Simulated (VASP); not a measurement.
## La: single point with LDA

La:

```
CELL_PARAMETERS angstrom
-1.96850 1.96850 1.96850
1.96850 -1.96850 1.96850
1.96850 1.96850 -1.96850
ATOMIC_POSITIONS crystal
La 0.00000 0.00000 0.00000
```

This isn't the form of La at room conditions, which is double hcp.

```
Program             : VASP 6.6.1
Task                : single point
Functional          : LDA
Potentials or basis : VASP PAW LDA potentials, release 64 (La)
Cutoff              : 520 eV
k mesh              : 12 × 12 × 12
Occupations         : fermi-dirac, width 0.1 eV
Spin                : no spin polarisation
```

The pressure is 2.6 GPa and the band gap on the k mesh is zero (an odd number of electrons rules out a gap without spin polarisation).

Levels at points of the mesh, in eV from the Fermi level:
| k point | band 1 | band 2 | band 3 | band 4 | band 5 | band 6 | band 7 | band 8 | band 9 | band 10 |
| --- | --- | --- | --- | --- | --- | --- | --- | --- | --- | --- |
| (0.00, 0.00, 0.00) | -32.56 | -15.00 | -15.00 | -15.00 | -2.87 | 1.60 | 1.60 | 1.60 | 1.69 | 1.69 |
| (0.50, 0.00, 0.00) | -32.12 | -17.38 | -15.73 | -15.05 | -2.08 | -0.41 | 1.62 | 1.87 | 2.14 | 2.50 |
| (0.50, 0.50, 0.50) | -31.82 | -16.58 | -16.58 | -16.58 | -2.47 | -2.47 | 1.82 | 2.12 | 2.12 | 2.12 |

Run time: 55 s on 1 thread of AMD EPYC 7R13, with other jobs on the host, peak memory 0.14 GiB.

Caveat: spin-orbit coupling is left out, which moves the levels of the heavy elements.
